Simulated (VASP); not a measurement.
Write the native input for VASP 6.6.1 that does the following.

* Task: single point
* Functional: LDA
* Potentials or basis: VASP PAW LDA potentials, release 64 (Si, Li_sv)
* Cutoff: 520 eV
* k mesh: 2 × 2 × 2
* Occupations: gaussian, width 0.02 eV
* Spin: collinear spin, zero start
* Starting moments: [0.0, 0.0, 0.0, 0.0, 0.0, 0.0, 0.0, 0.0, 0.0, 0.0, 0.0, 0.0, 0.0, 0.0, 0.0, 0.0, 0.0] μB
* Dipole correction: no
* Further INCAR settings: LREAL = Auto; ALGO = Normal; EDIFF = 1e-07; NBANDS = 52

The structure of LiSi16 (a cell with a defect) lies in POSCAR:

```
LiSi16
1.0
    0.0000000000      5.4300000000      5.4300000000
    5.4300000000      0.0000000000      5.4300000000
    5.4300000000      5.4300000000      0.0000000000
Si Li
16 1
Direct
    0.0083740331     -0.0249357274      0.0081871087
    0.1198728361      0.1211477901      0.1208485267
   -0.0181132597      0.0052198895      0.5059497238
    0.1205734807      0.1211979742      0.6377920810
    0.0004577348      0.4944076427      0.0007255064
    0.1320204420      0.6030987109      0.1329309392
   -0.0003402394      0.4953232965      0.5052947514
    0.1181313996      0.6299761510      0.6265958564
    0.5056093002      0.0054131676     -0.0168045120
    0.6380974217      0.1211782689      0.1209029466
    0.5069284530      0.0052087477      0.5061234807
    0.6154767956      0.1523169429      0.6169631676
    0.5044931860      0.4946697974      0.0005128913
    0.6258774401      0.6292726519      0.1192323204
    0.4920596685      0.5231379374      0.4931130755
    0.6254337937      0.6302831492      0.6264888582
    0.3335684162      0.9986323204      0.3340779926
```

One way to write it, as run:

INCAR

```
  ALGO = Normal
  EDIFF = 1E-7
  ENCUT = 520
  GGA = CA
  ISIF = 2
  ISMEAR = 0
  ISPIN = 2
  LASPH = True
  LCHARG = False
  LORBIT = 11
  LREAL = Auto
  LWAVE = False
  MAGMOM = 0 0 0 0 0 0 0 0 0 0 0 0 0 0 0 0 0
  NBANDS = 52
  NELM = 150
  PREC = Accurate
  SIGMA = 0.02
```

KPOINTS

```
k-points
0
Gamma
  2 2 2
```

Potentials or basis: VASP PAW LDA potentials, release 64 (Si, Li_sv).

The run is started by

```bash
$ cat potpaw_LDA.64/Si/POTCAR potpaw_LDA.64/Li_sv/POTCAR > POTCAR
$ mpirun -np 1 vasp_std > vasp.out
```

Results of the run:

* Largest force: 0.537 eV/Å
* Net moment: 0.00 μB per cell
* Valence electrons inside the program's atomic spheres: Si 1.71, 1.72, 1.70 (each value once); Li 2.17

Caveat: the k points lie up to 0.50 Å⁻¹ apart.

Wall time 24 min on 1 thread of Oxide Virtual Turin-like Processor, with other jobs on the host, peak memory 0.44 GiB.
